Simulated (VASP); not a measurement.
The system is Co.

```
Co
1.0
     2.50307    0.00000    0.00000
    -1.25154    2.16772    0.00000
     0.00000    0.00000    8.19467
Co
4
Direct
  0.66667 0.33333 0.75000
  0.00000 0.00000 0.50000
  0.33333 0.66667 0.25000
  0.00000 0.00000 0.00000
```

Base run:

```yaml
Program: VASP 6.6.1
Functional: PBEsol
Dispersion: D4
Potentials_or_basis: VASP PAW PBE potentials, release 64 (Co_sv)
Cutoff: 690 eV
k_mesh: 12 × 12 × 4
Occupations: fermi-dirac, width 0.05 eV
Spin: collinear spin, ferromagnetic start
Starting_moments: "[2.0, 2.0, 2.0, 2.0] μB"
```

Its results: pressure -17.7 GPa; net moment 6.72 μB per cell; site moments Co +1.75, +1.73 (each value once) μB.

Question: The run is repeated on the same cell with these changes: functional from PBEsol to BLYP; dispersion from D4 to none. What comes out?

Answer: Pressure 4.3 GPa; net moment 6.59 μB per cell; site moments Co +1.71, +1.69 (each value once) μB.

Several settings changed at once.

Caveats: the PAW data sets were made with another functional, which shifts forces and pressure a little; the cell stands under tension (at least some runs); the cell stands under pressure (at least some runs).
